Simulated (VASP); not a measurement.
# Cu3Au13 in VASP: notebook

The runs below take Cu3Au13 through single point, with PBE.

All numbers are computed with VASP 6.6.1; they aren't measurements. Logs are shortened: lines on timing, memory, paths and dates and some standing lists are left out, and cuts for length are marked.

## 1. The cell of the first run

The cell holds a disordered packing, 16 atoms: a = 6.687 Å, b = 6.611 Å, c = 6.544 Å, α = 90.14°, β = 91.07°, γ = 88.52°.

## 2. Single point, PBE

The input, INCAR:

```
PREC = Accurate
ENCUT = 400
EDIFF = 1E-6
ISMEAR = -1
SIGMA = 0.0672
LREAL = Auto
LASPH = True
NELM = 120
ALGO = Normal
ISIF = 2
LWAVE = False
LCHARG = True
GGA = PE
LELF = True
LVHAR = True
ISYM = -1
NBANDS = 102
GGA_COMPAT = False
```

The input, KPOINTS:

```
explicit points
1
Reciprocal
  0.25000000   0.25000000   0.25000000 1
```

The input, POSCAR:

```
Cu3Au13
1.0
    6.6859480000      0.0855830000     -0.0615900000
    0.0855830000      6.6105530000     -0.0078460000
   -0.0615900000     -0.0078460000      6.5441010000
Au Cu
13 3
Direct
    0.2381791138      0.4385812362      0.5114185371
    0.2750113528      0.4468372219      0.9398972959
    0.7011684303      0.8985690600      0.0170141226
    0.8309231118      0.5247042963      0.3812710691
    0.0563148349      0.1422030868      0.2358698553
    0.1875114264      0.8538605321      0.5323850012
    0.3300032860      0.0378509517      0.8929892557
    0.6569313482      0.3713221030      0.0450672743
    0.7640815290      0.9225851286      0.4688094490
    0.9273159142      0.5896818547      0.8016354013
    0.9678136137      0.1619150663      0.7347081022
    0.4610951248      0.1660532638      0.3243442763
    0.4359163215      0.6773482125      0.2605512293
    0.5808105183      0.2586649006      0.6876804934
    0.5115030422      0.6951449220      0.7174757204
    0.0470137940      0.7296054902      0.1690470646
```

Potentials or basis: VASP PAW PBE potentials, release 64 (Au, Cu).

Command:

```console
$ cat potpaw_PBE.64/Au/POTCAR potpaw_PBE.64/Cu/POTCAR > POTCAR
$ mpirun -np 1 vasp_std > vasp.out
```

OUTCAR:

```text
PREC = Accurate
   ENCUT = 400
   EDIFF = 1E-6
   ISMEAR = -1
   LREAL = Auto
   LASPH = True
   NELM = 120
   ISIF = 2
   GGA = PE
   ISYM = -1

 ion  position               nearest neighbor table
   1  0.238  0.439  0.511-  12 2.62  13 2.67   6 2.76  14 2.79   2 2.81  15 2.84   4 2.88   5 2.93
                            10 2.99  11 3.01  16 3.19
   2  0.275  0.447  0.940-  10 2.63   8 2.67   7 2.74  15 2.75  13 2.80   1 2.81  16 2.83  14 2.90
                            11 3.11   5 3.20  12 3.33
   3  0.701  0.899  0.017-  15 2.69  16 2.72   7 2.73  13 2.84  10 2.89   9 2.98  12 3.12   8 3.14
                            11 3.15   5 3.22   8 3.51   4 3.52
   4  0.831  0.525  0.381-  16 2.46   8 2.68   9 2.72  10 2.85   1 2.88  13 2.90   5 3.07  14 3.19
                             6 3.40  11 3.43  12 3.48   3 3.52
   5  0.056  0.142  0.236-  16 2.76  12 2.77   6 2.84   9 2.92   1 2.93   7 2.99   4 3.07   2 3.20
                             3 3.22   8 3.27  11 3.32  11 3.33
   6  0.188  0.854  0.532-  15 2.66  16 2.68  13 2.70   1 2.76   7 2.81  11 2.82   5 2.84   9 2.88
                            10 3.08  12 3.12   4 3.40
   7  0.330  0.038  0.893-  14 2.64  11 2.72   3 2.73   2 2.74  15 2.80   6 2.81   5 2.99  12 3.06
                             8 3.28  13 3.44
   8  0.657  0.371  0.045-  14 2.50  12 2.66   2 2.67   4 2.68  10 2.85  13 2.86   3 3.14  15 3.16
                            11 3.22   5 3.27   7 3.28   3 3.51
   9  0.764  0.923  0.469-  12 2.71   4 2.72  11 2.72  15 2.83   6 2.88  14 2.90   5 2.92   3 2.98
                            16 3.01  13 3.06  10 3.25
  10  0.927  0.590  0.802-   2 2.63  16 2.69   4 2.85   8 2.85  11 2.87   3 2.89  15 2.89   1 2.99
                             6 3.08   9 3.25
  11  0.968  0.162  0.735-  14 2.66   9 2.72   7 2.72   6 2.82  10 2.87   1 3.01   2 3.11   3 3.15
                             8 3.22   5 3.32   5 3.33   4 3.43
  12  0.461  0.166  0.324-  14 2.57   1 2.62   8 2.66   9 2.71   5 2.77   7 3.06   3 3.12   6 3.12
                            13 3.26   2 3.33  13 3.41   4 3.48
  13  0.436  0.677  0.261-   1 2.67  16 2.67   6 2.70   2 2.80   3 2.84   8 2.86   4 2.90  15 3.03
                             9 3.06  12 3.26  12 3.41   7 3.44
  14  0.581  0.259  0.688-   8 2.50  12 2.57   7 2.64  11 2.66   1 2.79   9 2.90   2 2.90   4 3.19

  15  0.512  0.695  0.717-   6 2.66   3 2.69   2 2.75   7 2.80   9 2.83   1 2.84  10 2.89  13 3.03
                             8 3.16
  16  0.047  0.730  0.169-   4 2.46  13 2.67   6 2.68  10 2.69   3 2.72   5 2.76   2 2.83   9 3.01
                             1 3.19

IMPORTANT INFORMATION: All symmetrisations will be switched off!
NOSYMM: (Re-)initialisation of all symmetry stuff for point group C_1.

----------------------------------------------------------------------------------------

                                     Primitive cell

  volume of cell :     289.1616

  direct lattice vectors                    reciprocal lattice vectors
     6.685948000  0.085583000 -0.061590000     0.149605141 -0.001935183  0.001405693
     0.085583000  6.610553000 -0.007846000    -0.001935183  0.151298522  0.000163185
    -0.061590000 -0.007846000  6.544101000     0.001405693  0.000163185  0.152822803

  length of vectors
     6.686779377  6.611111629  6.544395525     0.149624260  0.151310986  0.152829355

  position of ions in fractional coordinates (direct lattice)
     0.238179114  0.438581236  0.511418537
     0.275011353  0.446837222  0.939897296
     0.701168430  0.898569060  0.017014123
     0.830923112  0.524704296  0.381271069
     0.056314835  0.142203087  0.235869855
     0.187511426  0.853860532  0.532385001
[... 8 lines left out ...]
     0.511503042  0.695144922  0.717475720
     0.047013794  0.729605490  0.169047065

  ion indices of the primitive-cell ions
   primitive index   ion index
                 1           1
                 2           2
                 3           3
                 4           4
                 5           5
                 6           6
[... 8 lines left out ...]
                15          15
                16          16

----------------------------------------------------------------------------------------

 KPOINTS: explicit points

Read explicit list of k-points.

 Found      1 k-points:

 Following reciprocal coordinates:
            Coordinates               Weight
  0.250000  0.250000  0.250000      1.000000
   k-points           NKPTS =      1   k-points in BZ     NKDIM =      1   number of bands    NBANDS=    102
   number of dos      NEDOS =    301   number of ions     NIONS =     16
   total plane-waves  NPLWV = 110592
   dimension x,y,z NGX =    48 NGY =   48 NGZ =   48
   dimension x,y,z NGXF=    96 NGYF=   96 NGZF=   96
   ions per type =              13   3
   NGX,Y,Z   is equivalent  to a cutoff of  11.93, 12.07, 12.19 a.u.
   NGXF,Y,Z  is equivalent  to a cutoff of  23.87, 24.14, 24.39 a.u.
 SYSTEM =  unknown system
   PREC   = accura    normal or accurate (medium, high low for compatibility)
   ISTART =      0    job   : 0-new  1-cont  2-samecut
   ICHARG =      2    charge: 1-file 2-atom 10-const
   ISPIN  =      1    spin polarized calculation?
   LNONCOLLINEAR =      F non collinear calculations
   LSORBIT =      F    spin-orbit coupling
   LASPH  =      T    aspherical Exc in radial PAW
   ENCUT  =  400.0 eV  29.40 Ry    5.42 a.u.  10.90 10.78 10.67*2*pi/ulx,y,z
   NELM   =    120;   NELMIN=  2; NELMDL= -5     # of ELM steps
   EDIFF  = 0.1E-05   stopping-criterion for ELM
   LREAL  =      T    real-space projection
   EDIFFG = 0.1E-04   stopping-criterion for IOM
   NSW    =      0    number of steps for IOM
   IBRION =     -1    ionic relax: 0-MD 1-quasi-New 2-CG
   NFREE  =      0    steps in history (QN), initial steepest desc. (CG)
   ISIF   =      2    stress and relaxation
   ISYM   =     -1    0-nonsym 1-usesym 2-fastsym
   POTIM  = 0.5000    time-step for ionic-motion
   TEBEG  =    0.0;   TEEND  =   0.0 temperature during run
   PSTRESS=    0.0 pullay stress
   NELECT =     176.0000    total number of electrons
   NUPDOWN=      -1.0000    fix difference up-down
   EMIN   =  10.00;   EMAX   =-10.00  energy-range for DOS
   EFERMI =   0.00;   METHOD = LEGACY
   ISMEAR =    -1;   SIGMA  =   0.07  broadening in eV -4-tet -1-fermi 0-gaus
   EFERMI_NEDOS =   21; number of points for ismear=-14 and -15
   IALGO  =     38    algorithm
   IMIX   =      4    mixing-type and parameters
     AMIX     =   0.40;   BMIX     =  1.00
     AMIX_MAG =   1.60;   BMIX_MAG =  1.00
  volume/ion in A,a.u.               =      18.07       121.96
  Fermi-wavevector in a.u.,A,eV,Ry     =   1.387391  2.621789 26.189221  1.924853
  Thomas-Fermi vector in A             =   2.511616
   LORBIT       =      0    0 simple, 1 ext, 2 COOP (PROOUT), +10 PAW based schemes
   GGA     = PE    functional components
   LHFCALC =     F    Hartree Fock is set to
   AEXX    =    0.0000 exact exchange contribution
   IVDW    =     0    specifies the selected vdW correction
   LEPSILON=     F    determine dielectric tensor
   LRPA    =     F    only Hartree local field effects (RPA)
 non-spin polarized calculation
  energy-cutoff  :      400.00
  volume of cell :      289.16
 maximum number of plane-waves:      5257
 NGX is ok and might be reduce to    48
   NGX = 21   NGY = 21   NGZ = 21

 number of electron     175.9999971 magnetization

 Free energy of the ion-electron system (eV)
  ---------------------------------------------------
  ext. energy  EPLUGINS =         0.00000000
  ---------------------------------------------------
  free energy    TOTEN  =       -51.12103548 eV

  energy without entropy =      -50.98753745  energy(sigma->0) =      -51.05428647

 E-fermi :   7.8737     XC(G=0): -11.9598

 val. band max:        7.7741528537   @ k =   0.2500   0.2500   0.2500
 cond. band min:       7.9768866389   @ k =   0.2500   0.2500   0.2500
 fundamental gap:      0.2027337853
 Fermi energy:         7.8737026281

 k-point     1 :       0.2500    0.2500    0.2500
  band No.  band energies     occupation
      1      -0.6073      2.00000
      2       0.5422      2.00000
      3       0.9053      2.00000
      4       1.0439      2.00000
      5       1.1378      2.00000
      6       1.2956      2.00000
[... 92 lines left out ...]
     99      11.9532      0.00000
    100      12.2635      0.00000
 [bands above 100 left out]

------------------------ aborting loop because EDIFF is reached ----------------------------------------

  FORCE on cell =-STRESS in cart. coord.  units (eV):
  Direction    XX          YY          ZZ          XY          YZ          ZX
  --------------------------------------------------------------------------------------
  -------------------------------------------------------------------------------------
  Total        1.9095652      7.5639481     -8.3556722      0.0743622      3.2139148      1.7255166
  in kB       10.5804572     41.9100783    -46.2968377      0.4120239     17.8075548      9.5606866
  external PRESSURE =       2.0645659 kB  Pullay stress =       0.0000000 kB

 VOLUME and BASIS-vectors are now :
 -----------------------------------------------------------------------------
  energy-cutoff  :      400.00
  volume of cell :      289.16
      direct lattice vectors                 reciprocal lattice vectors
     6.685948000  0.085583000 -0.061590000     0.149605141 -0.001935183  0.001405693
     0.085583000  6.610553000 -0.007846000    -0.001935183  0.151298522  0.000163185
    -0.061590000 -0.007846000  6.544101000     0.001405693  0.000163185  0.152822803

 POSITION                                       TOTAL-FORCE (eV/Angst)
 -----------------------------------------------------------------------------------
      1.59849      2.91564      3.32866        -0.697697     -0.330053      0.539011
      1.81906      2.97000      6.13034        -0.154492      0.315052      0.369091
      4.76383      5.99991      0.06111         0.605582      0.191544     -0.142278
      5.57693      3.53671      2.43978        -0.515926     -1.167543      0.912943
      0.37416      0.94301      1.53897        -0.593971      0.193780     -0.531310
      1.29398      5.65636      3.46573        -0.448162      0.660543      0.722316
[... 8 lines left out ...]
      3.43519      4.63344      4.65828         0.408911     -0.150914     -0.009968
      0.36636      4.82579      1.09764         0.500291      0.572204     -0.754944
 -----------------------------------------------------------------------------------
    total drift:                                0.004531     -0.002544     -0.007438

  FREE ENERGIE OF THE ION-ELECTRON SYSTEM (eV)
  ---------------------------------------------------
  free  energy   TOTEN  =       -51.1210354810 eV

  energy  without entropy=      -50.9875374511  energy(sigma->0) =      -51.05428647
```

Wall time 70 s (1 thread of Intel Xeon Platinum 8259CL at 2.50GHz (Skylake/Cascade Lake), shared host); peak memory 0.31 GiB.

What came out:

* Free energy: -51.1210 eV
* Pressure: 0.2 GPa
* Largest force: 1.569 eV/Å

Forces in eV/Å, atoms in the order of the input:
```
Au  -0.698 -0.330  0.539
Au  -0.154  0.315  0.369
Au   0.606  0.192 -0.142
Au  -0.516 -1.168  0.913
Au  -0.594  0.194 -0.531
Au  -0.448  0.661  0.722
Au   0.088 -0.694  0.312
Au   1.435  0.129 -0.236
Au  -0.147  0.025  0.142
Au  -1.118  0.603 -0.197
Au  -0.164  0.184  0.419
Au  -0.183 -1.157 -0.334
Au   0.988  0.467 -0.566
Cu  -0.003  0.158 -0.644
Cu   0.409 -0.151 -0.010
Cu   0.500  0.572 -0.755
```

Levels at points of the mesh, in eV from the Fermi level:
```csv
k point,band 84,band 85,band 86,band 87,band 88,band 89,band 90,band 91,band 92,band 93
"(0.25, 0.25, 0.25)",-1.85,-1.62,-1.48,-1.30,-0.10,0.10,0.32,0.68,1.08,1.55
```

Caveat: the atoms stand as in a frame of molecular dynamics; spin-orbit coupling is left out, which moves the levels of the heavy elements.

[end of part 1 of 2]
